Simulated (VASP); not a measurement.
The system is CuSn2Sb3.

```
CELL_PARAMETERS angstrom
4.12735 0.00000 0.00000
0.00000 4.12735 0.00000
0.00000 0.00000 9.10973
ATOMIC_POSITIONS crystal
Cu 0.00000 0.00000 0.00000
Sn 0.00000 0.50000 0.73650
Sn 0.50000 0.00000 0.26350
Sb 0.50000 0.50000 0.00000
Sb 0.00000 0.50000 0.38350
Sb 0.50000 0.00000 0.61650
```

```yaml
Program: VASP 6.6.1
Task: relaxation of cell and atoms
Functional: r2SCAN
Potentials_or_basis: VASP PAW PBE potentials, release 64 (Cu, Sn_d, Sb)
Cutoff: 660 eV
k_mesh: 8 × 8 × 4
Occupations: fermi-dirac, width 0.1172 eV
Spin: no spin polarisation
```

At the start: pressure -1.0 GPa; volume 25.86 Å³/atom.

Q: Where does the relaxation end?

A: Over 32 steps the energy falls by 81.5 meV/atom and the volume is 26.05 Å³/atom (+0.7 %); space group P-4m2 (No. 115, to 0.1 Å) before and after.

Step by step:
```
step  energy change (eV)  largest force (eV/Å)  pressure (GPa)  volume (Å³)
   1              0.0000                0.0942           -1.04       155.18
   2             -0.0847                0.1711            0.48       151.40
   3             -0.1140                0.3157            2.17       147.89
   4             -0.1634                0.3708            1.85       148.79
   5             -0.2353                0.4519            1.24       151.23
   6             -0.2365                0.4557            1.18       151.63
   7             -0.2674                0.3634           -0.14       154.38
   8             -0.2728                0.3105           -0.89       156.14
   9             -0.2960                0.2815           -0.76       155.27
  10             -0.3496                0.2095           -0.21       152.65
  11             -0.3707                0.1924            1.71       147.48
  12             -0.3789                0.2064            0.78       149.52
  13             -0.4026                0.2013            0.36       150.48
  14             -0.4443                0.2263           -0.48       153.38
  15             -0.4630                0.2482           -0.53       159.23
  16             -0.4553                0.2923            1.37       156.96
  17             -0.4714                0.2574            0.26       158.25
  18             -0.4803                0.0759           -0.26       159.72
  19             -0.4803                0.0722           -0.28       159.75
  20             -0.4816                0.0813            0.27       158.14
  21             -0.4820                0.0663            0.10       158.64
  22             -0.4838                0.0624            0.01       158.58
  23             -0.4849                0.0752           -0.09       158.52
  24             -0.4851                0.0812           -0.13       158.48
  25             -0.4865                0.0862            0.10       157.41
  26             -0.4866                0.0872            0.19       157.02
  27             -0.4876                0.0619            0.09       156.97
  28             -0.4884                0.0231           -0.06       156.87
  29             -0.4884                0.0180           -0.09       156.85
  30             -0.4888                0.0132           -0.01       156.50
  31             -0.4889                0.0103            0.07       156.16
  32             -0.4889                0.0040           -0.02       156.32
```

Final structure:
```
Cu Sn Sb
1.0
     3.90454    0.00000    0.00000
     0.00000    3.90454    0.00000
     0.00000    0.00000   10.25375
Cu Sn Sb
1 2 3
Direct
  0.00000 0.00000 0.00000
  0.00000 0.50000 0.77674
  0.50000 0.00000 0.22326
  0.50000 0.50000 0.00000
  0.00000 0.50000 0.42900
  0.50000 0.00000 0.57100
```

Caveat: the PAW data sets were made with another functional, which shifts forces and pressure a little.
